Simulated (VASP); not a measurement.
Input of a VASP 6.6.1 run:

The input INCAR:

```
SYSTEM = GeH2W8C8
  PREC = Accurate
  ENCUT = 520
  EDIFF = 1E-6
  ISMEAR = -1
  SIGMA = 0.1
  LREAL = Auto
  LASPH = .TRUE.
  NELM = 100
  ALGO = Normal
  ISIF = 2
  LWAVE = .FALSE.
  LCHARG = .FALSE.
  GGA = PE
  IVDW = 12
  NBANDS = 95
```

KPOINTS

```
Automatic mesh
0
G
  3 3 1
  0 0 0
```

POSCAR

```
GeH2W8C8
1.0
    5.7958000000      0.0000000000      0.0000000000
   -2.8979000000      5.0193100000      0.0000000000
    0.0000000000      0.0000000000     18.2433500000
W C Ge H
8 8 1 2
Direct
    0.0000000000      0.0000000000      0.0548144940
   -0.0002616689     -0.0005578456      0.2105479531
   -0.0000041442      0.5000089654      0.0548144940
   -0.0001766830      0.5000089654      0.2107562482
    0.5000000000      0.0000000000      0.0548144940
    0.5001625772     -0.0000199231      0.2108932844
    0.5000131096      0.5000089654      0.0548144940
    0.4997489632      0.4999292731      0.2109919505
    0.3331946829      0.1663376042      0.1272463665
    0.3366951250      0.1678517565      0.2845639644
    0.3330580377      0.6669442613      0.1275314019
    0.3346350492      0.6658883392      0.2849476659
    0.8335703602      0.1665368347      0.1277725856
    0.8397128932      0.1723344444      0.2881707581
    0.8317429756      0.6657289548      0.1268626650
    0.8385309513      0.6690561053      0.2837910800
    1.0528008249      0.1829335108      0.3529176385
    0.7853925476      0.0454046473      0.3966486418
    1.3177037307      0.2534412100      0.3836521253
```

Potentials or basis: VASP PAW PBE potentials, release 64 (W_sv, C, Ge_d, H).

The run is started by

```sh
$ cat potpaw_PBE.64/W_sv/POTCAR potpaw_PBE.64/C/POTCAR potpaw_PBE.64/Ge_d/POTCAR potpaw_PBE.64/H/POTCAR > POTCAR
$ mpirun -np 1 vasp_std > vasp.out
```

**Question.** Estimate the largest force.

**Answer.** 8.504 eV/Å.

**Question.** Estimate the dispersion energy per atom.

**Answer.** -0.269 eV.

Forces on the atoms (eV/Å):
```
W   -0.041  0.038  0.035
W    0.068 -0.504  2.236
W    0.030 -0.068 -0.001
W   -0.415  0.587  2.536
W    0.109  0.061  0.163
W   -0.140 -0.143  3.073
W   -0.019 -0.049 -0.079
W   -0.111  0.174  2.959
C   -0.013 -0.033  0.177
C    0.946  0.077 -3.267
C   -0.069  0.058  0.297
C    0.356 -0.022 -3.004
C   -0.118  0.007 -0.012
C   -3.985  0.575 -7.491
C    0.077  0.056  0.281
C    0.220  0.037 -3.109
Ge   1.950 -0.568  3.397
H    0.389 -0.749  1.179
H    0.766  0.465  0.628
```

Caveat: the k points lie up to 0.42 Å⁻¹ apart, too coarse for converged energies and pressures of a metal; there is no dipole correction, which matters where the two faces differ.
